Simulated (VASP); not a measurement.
A run of VASP 6.6.1 is set up as follows.

INCAR

```
SYSTEM = V
ALGO = Normal
EDIFF = 1E-6
ENCUT = 520
ISIF = 2
ISMEAR = -1
LASPH = .TRUE.
LCHARG = .FALSE.
LREAL = .FALSE.
LWAVE = .FALSE.
NBANDS = 20
NELM = 60
PREC = Accurate
SIGMA = 0.1
```

KPOINTS

```
k-points
0
G
  20 20 20
  0 0 0
```

The input POSCAR:

```
V
1.0
   -1.9614752417      1.9614752417      1.1326964766
    1.9614752417     -1.9614752417      1.1326964766
    1.9614752417      1.9614752417     -1.1326964766
V
2
Direct
   -0.3750000000     -0.1250000000     -0.2500000000
    0.3750000000      0.1250000000      0.2500000000
```

Potentials or basis: VASP PAW LDA potentials, release 64 (V_sv).

Run with:

```bash
$ cat potpaw_LDA.64/V_sv/POTCAR > POTCAR
$ mpirun -np 1 vasp_std > vasp.out
```

(1) Estimate the pressure.

(2) Predict the band gap on the k mesh.

Answers

(1) 158.1 GPa.

(2) zero (bands 13 and 14 overlap by 2.33 eV).

Caveat: atoms lie so close that the PAW spheres overlap strongly, which falsifies energies and pressures; the cell stands under pressure.
